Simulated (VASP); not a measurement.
# Cd2Sb3As (R-3m) in VASP: single point with r2SCAN+rVV10

Aim: the single point of Cd2Sb3As with r2SCAN+rVV10.

Program: VASP 6.6.1. These are calculated values, not measurements. Logs are shortened: lines on timing, memory, paths and dates and some standing lists are left out, and cuts for length are marked.

## 1. The cell of the first run

Symmetry: R-3m, No. 166, trigonal system. The conventional cell has a = 6.257 Å, b = 6.257 Å, c = 13.902 Å, α = 90.00°, β = 90.00°, γ = 120.00°. Cd (site symmetry 3m) has 4 Cd at 3.31 to 3.85 Å and 9 Sb at 3.48 to 3.54 Å and 3 As at 3.67 Å within 4.4 Å. Within 3.9 Å of Sb (site symmetry 2/m) lie 2 As at 2.94 Å and 4 Sb at 3.13 Å and 6 Cd at 3.48 to 3.54 Å. As (site symmetry -3m) has 6 Sb at 2.94 Å and 6 Cd at 3.67 Å within 3.9 Å.

## 2. Single point, r2SCAN+rVV10

Input file POSCAR:

```
Cd2Sb3As
1.0
    3.1283800042      1.8061710375      4.6340988309
   -3.1283800042      1.8061710375      4.6340988309
    0.0000000000     -3.6123420751      4.6340988308
Cd Sb As
2 3 1
Direct
    0.3809712339      0.3809712339      0.3809712339
    0.6190287661      0.6190287661      0.6190287661
    0.0000000000      0.0000000000      0.5000000000
    0.0000000000      0.5000000000      0.0000000000
    0.5000000000      0.0000000000      0.0000000000
    0.0000000000      0.0000000000      0.0000000000
```

Input file INCAR.step1:

```
SYSTEM = Cd2Sb3As
PREC = Accurate
ENCUT = 520
ISMEAR = -1
SIGMA = 0.03
LREAL = .FALSE.
LASPH = .TRUE.
NELM = 80
NBANDS = 31
GGA = PE
ALGO = Normal
EDIFF = 1E-4
LWAVE = .TRUE.
LCHARG = .FALSE.
```

Input file INCAR.step2:

```
SYSTEM = Cd2Sb3As
PREC = Accurate
ENCUT = 520
EDIFF = 1E-6
ISMEAR = -1
SIGMA = 0.03
LREAL = .FALSE.
LASPH = .TRUE.
NELM = 80
ALGO = Normal
ISIF = 2
LWAVE = .FALSE.
LCHARG = .FALSE.
METAGGA = R2SCAN
LMIXTAU = .TRUE.
LUSE_VDW = .TRUE.
IVDW_NL = 2
BPARAM = 11.95
CPARAM = 0.0093
NBANDS = 31
ISTART = 1
```

Input file KPOINTS:

```
Automatic mesh
0
G
  6 6 6
  0 0 0
```

Potentials or basis: VASP PAW PBE potentials, release 64 (Cd, Sb, As).

Launch:

```bash
$ cat potpaw_PBE.64/Cd/POTCAR potpaw_PBE.64/Sb/POTCAR potpaw_PBE.64/As/POTCAR > POTCAR
$ cp INCAR.step1 INCAR
$ mpirun -np 1 vasp_std > vasp.out
$ cp INCAR.step2 INCAR
$ mpirun -np 1 vasp_std > vasp.out
```

OUTCAR:

```text
SYSTEM = Cd2Sb3As
   PREC = Accurate
   ENCUT = 520
   EDIFF = 1E-6
   ISMEAR = -1
   LREAL = .FALSE.
   LASPH = .TRUE.
   NELM = 80
   ISIF = 2
   METAGGA = R2SCAN
   IVDW_NL = 2
   BPARAM = 11.95
   ISTART = 1

 ion  position               nearest neighbor table
   1  0.381  0.381  0.381-   2 3.31   4 3.48   5 3.48   3 3.48   4 3.54   5 3.54   4 3.54   5 3.54
                             3 3.54   3 3.54
   2  0.619  0.619  0.619-   1 3.31   4 3.48   5 3.48   3 3.48   4 3.54   5 3.54   5 3.54   4 3.54
                             3 3.54   3 3.54
   3  0.000  0.000  0.500-   6 2.94   6 2.94   5 3.13   4 3.13   4 3.13   5 3.13   1 3.48   2 3.48
                             1 3.54   2 3.54   1 3.54   2 3.54
   4  0.000  0.500  0.000-   6 2.94   6 2.94   3 3.13   3 3.13   5 3.13   5 3.13   1 3.48   2 3.48
                             1 3.54   2 3.54   1 3.54   2 3.54
   5  0.500  0.000  0.000-   6 2.94   6 2.94   3 3.13   3 3.13   4 3.13   4 3.13   1 3.48   2 3.48
                             1 3.54   2 3.54   2 3.54   1 3.54
   6  0.000  0.000  0.000-   3 2.94   3 2.94   5 2.94   4 2.94   4 2.94   5 2.94

  LATTYP: Found a trigonal (rhomboedric) cell.
 ALAT       =     5.8757031275
 COS(alpha) =     0.4330440612

  Lattice vectors:

 A1 = (   3.1283800042,   1.8061710375,   4.6340988309)
 A2 = (  -3.1283800042,   1.8061710375,   4.6340988309)
 A3 = (   0.0000000000,  -3.6123420751,   4.6340988308)

Analysis of symmetry for initial positions (statically):
=====================================================================
 Subroutine PRICEL returns:
 Original cell was already a primitive cell.

 Routine SETGRP: Setting up the symmetry group for a
 trigonal (rhombohedral) supercell.

 Subroutine GETGRP returns: Found 12 space group operations
 (whereof 12 operations were pure point group operations)
 out of a pool of 12 trial point group operations.

The static configuration has the point symmetry D_3d.

Analysis of symmetry for dynamics (positions and initial velocities):
=====================================================================
 Subroutine PRICEL returns:
 Original cell was already a primitive cell.

 Routine SETGRP: Setting up the symmetry group for a
 trigonal (rhombohedral) supercell.

 Subroutine GETGRP returns: Found 12 space group operations
 (whereof 12 operations were pure point group operations)
 out of a pool of 12 trial point group operations.

The dynamic configuration has the point symmetry D_3d.

 Subroutine INISYM returns: Found 12 space group operations
[... 108 lines left out ...]
   NSW    =      0    number of steps for IOM
   IBRION =     -1    ionic relax: 0-MD 1-quasi-New 2-CG
   NFREE  =      0    steps in history (QN), initial steepest desc. (CG)
   ISIF   =      2    stress and relaxation
   ISYM   =      2    0-nonsym 1-usesym 2-fastsym
   POTIM  = 0.5000    time-step for ionic-motion
   TEBEG  =    0.0;   TEEND  =   0.0 temperature during run
   PSTRESS=    0.0 pullay stress
   NELECT =      44.0000    total number of electrons
   NUPDOWN=      -1.0000    fix difference up-down
   EMIN   =  10.00;   EMAX   =-10.00  energy-range for DOS
   EFERMI =   0.00;   METHOD = LEGACY
   ISMEAR =    -1;   SIGMA  =   0.03  broadening in eV -4-tet -1-fermi 0-gaus
   EFERMI_NEDOS =   21; number of points for ismear=-14 and -15
   IALGO  =     38    algorithm
   IMIX   =      4    mixing-type and parameters
     AMIX     =   0.40;   BMIX     =  1.00
     AMIX_MAG =   1.60;   BMIX_MAG =  1.00
  volume/ion in A,a.u.               =      26.18       176.70
  Fermi-wavevector in a.u.,A,eV,Ry     =   1.071094  2.024073 15.609168  1.147241
  Thomas-Fermi vector in A             =   2.206824
   LORBIT       =      0    0 simple, 1 ext, 2 COOP (PROOUT), +10 PAW based schemes
   METAGGA = R2SCAN    functional components
   LHFCALC =     F    Hartree Fock is set to
   AEXX    =    0.0000 exact exchange contribution
   IVDW_NL    =     2    kernel type
   BPARAM     =11.9500
   IVDW    =     0    specifies the selected vdW correction
   LEPSILON=     F    determine dielectric tensor
   LRPA    =     F    only Hartree local field effects (RPA)
 non-spin polarized calculation
  energy-cutoff  :      520.00
  volume of cell :      157.11
 maximum number of plane-waves:      4259
 NGX is ok and might be reduce to    48
   NGX = 21   NGY = 21   NGZ = 21

 number of electron      43.9999992 magnetization

 Free energy of the ion-electron system (eV)
  ---------------------------------------------------
  ext. energy  EPLUGINS =         0.00000000
  ---------------------------------------------------
  free energy    TOTEN  =      -128.61620135 eV

  energy without entropy =     -128.61309380  energy(sigma->0) =     -128.61464758

 E-fermi :   5.3461     XC(G=0): -10.5856

 val. band max:        5.2795956072   @ k =  -0.3333   0.3333   0.3333
 cond. band min:       5.3614106486   @ k =  -0.3333   0.3333   0.0000
 fundamental gap:      0.0818150414
 Fermi energy:         5.3461377106

 k-point     1 :       0.0000    0.0000    0.0000
  band No.  band energies     occupation
      1      -8.1001      2.00000
      2      -3.7946      2.00000
      3      -3.5910      2.00000
      4      -3.5910      2.00000
      5      -3.5008      2.00000
      6      -3.5008      2.00000
[... 805 lines left out ...]
     30       9.4188      0.00000
     31      10.0666      0.00000

 [... further k-points ...]

------------------------ aborting loop because EDIFF is reached ----------------------------------------

  FORCE on cell =-STRESS in cart. coord.  units (eV):
  Direction    XX          YY          ZZ          XY          YZ          ZX
  --------------------------------------------------------------------------------------
  -------------------------------------------------------------------------------------
  Total        0.2809451      0.2809451      0.2221354      0.0000000      0.0000000      0.0000000
  in kB        2.8650829      2.8650829      2.2653402      0.0000000      0.0000000      0.0000000
  external PRESSURE =       2.6651686 kB  Pullay stress =       0.0000000 kB

 VOLUME and BASIS-vectors are now :
 -----------------------------------------------------------------------------
  energy-cutoff  :      520.00
  volume of cell :      157.11
      direct lattice vectors                 reciprocal lattice vectors
     3.128380004  1.806171037  4.634098831     0.159827131  0.092276237  0.071930562
    -3.128380004  1.806171037  4.634098831    -0.159827131  0.092276237  0.071930562
     0.000000000 -3.612342075  4.634098831     0.000000000 -0.184552474  0.071930562

 POSITION                                       TOTAL-FORCE (eV/Angst)
 -----------------------------------------------------------------------------------
      0.00000     -0.00000      5.29638         0.000000      0.000000     -0.006035
      0.00000     -0.00000      8.60592         0.000000     -0.000000      0.006035
      0.00000     -1.80617      2.31705        -0.000000      0.000000     -0.000000
     -1.56419      0.90309      2.31705         0.000000      0.000000      0.000000
      1.56419      0.90309      2.31705         0.000000      0.000000      0.000000
      0.00000      0.00000      0.00000         0.000000      0.000000      0.000000
 -----------------------------------------------------------------------------------
    total drift:                               -0.000000     -0.000000      0.000000

  FREE ENERGIE OF THE ION-ELECTRON SYSTEM (eV)
  ---------------------------------------------------
  free  energy   TOTEN  =      -128.6162013530 eV

  energy  without entropy=     -128.6130937998  energy(sigma->0) =     -128.61464758
```

OUTCAR.step1:

```text
SYSTEM = Cd2Sb3As
   PREC = Accurate
   ENCUT = 520
   ISMEAR = -1
   LREAL = .FALSE.
   LASPH = .TRUE.
[... 1058 lines left out ...]
     -1.56419      0.90309      2.31705         0.000000     -0.000000      0.000000
      1.56419      0.90309      2.31705         0.000000     -0.000000      0.000000
      0.00000      0.00000      0.00000         0.000000     -0.000000      0.000000
 -----------------------------------------------------------------------------------
    total drift:                               -0.000000     -0.000000      0.000000

  FREE ENERGIE OF THE ION-ELECTRON SYSTEM (eV)
  ---------------------------------------------------
  free  energy   TOTEN  =       -17.0249673168 eV

  energy  without entropy=      -17.0210528991  energy(sigma->0) =      -17.02301011
```

Run time: 11 min. Hardware: 1 thread of Intel Xeon Platinum 8488C (Sapphire Rapids), shared host; peak memory 0.85 GiB.

What came out:

```
Free energy            : -128.6162 eV
Pressure               : 0.3 GPa
Largest force          : 0.006 eV/Å
Band gap on the k mesh : zero (bands 22 and 23 overlap by 1.45 eV)
```

Forces in eV/Å, atoms in the order of the input:
```
Cd   0.000  0.000 -0.006
Cd   0.000  0.000  0.006
Sb   0.000  0.000  0.000
Sb   0.000  0.000  0.000
Sb   0.000  0.000  0.000
As   0.000  0.000  0.000
```

Caveat: the PAW data sets were made with another functional, which shifts forces and pressure a little; spin-orbit coupling is left out, which moves the levels of the heavy elements.

The gap in the log of VASP goes by the Fermi energy; the results here count the filled bands.